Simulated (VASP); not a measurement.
Wanted: the native input for a VASP 6.6.1 run.

```yaml
Task: single point
Functional: PBE
Potentials_or_basis: VASP PAW PBE potentials, release 64 (W_sv, Ta_pv)
Cutoff: 520 eV
k_mesh: 9 × 9 × 1
Occupations: fermi-dirac, width 0.08 eV
Spin: no spin polarisation
Dipole_correction: yes
Further_INCAR_settings: ALGO = Normal; EDIFF = 1e-07; NBANDS = 44
```

The structure of Ta5W lies in POSCAR:

```
Ta5W
1.0
    4.6945593014      0.0000000000      0.0000000000
   -2.3472796507      4.0656076146      0.0000000000
    0.0000000000      0.0000000000     20.7914000000
W Ta
1 5
Direct
    0.1666666667      0.3333333333      0.3996627181
    0.5000000000      1.0000000000      0.4351072253
    0.8333333333      0.6666666667      0.4712357363
    0.1666666667      0.3333333333      0.5287642531
    0.5000000000      1.0000000000      0.5648927874
    0.8333333333      0.6666666667      0.6003372795
```

One way to write it, as run:

INCAR

```
PREC = Accurate ; ENCUT = 520
EDIFF = 1E-7 ; ISMEAR = -1
SIGMA = 0.08 ; LREAL = False
LASPH = True ; NELM = 60
ALGO = Normal ; ISIF = 2
LWAVE = False ; LCHARG = False
LDIPOL = True ; IDIPOL = 3
DIPOL = 0.5 0.5 0.500 ; GGA = PE
NBANDS = 44
```

KPOINTS

```
regular mesh
0
Gamma
  9 9 1
```

Potentials or basis: VASP PAW PBE potentials, release 64 (W_sv, Ta_pv).

Launch:

```sh
$ cat potpaw_PBE.64/W_sv/POTCAR potpaw_PBE.64/Ta_pv/POTCAR > POTCAR
$ mpirun -np 1 vasp_std > vasp.out
```

Results of the run:

| Property | Result |
| --- | --- |
| Largest force | 1.642 eV/Å |
| Band gap on the k mesh | zero (an odd number of electrons rules out a gap without spin polarisation) |

Caveat: spin-orbit coupling is left out, which moves the levels of the heavy elements.

Wall time 14 min on 1 thread of Intel Xeon 8259CL, with other jobs on the host, peak memory 0.58 GiB.
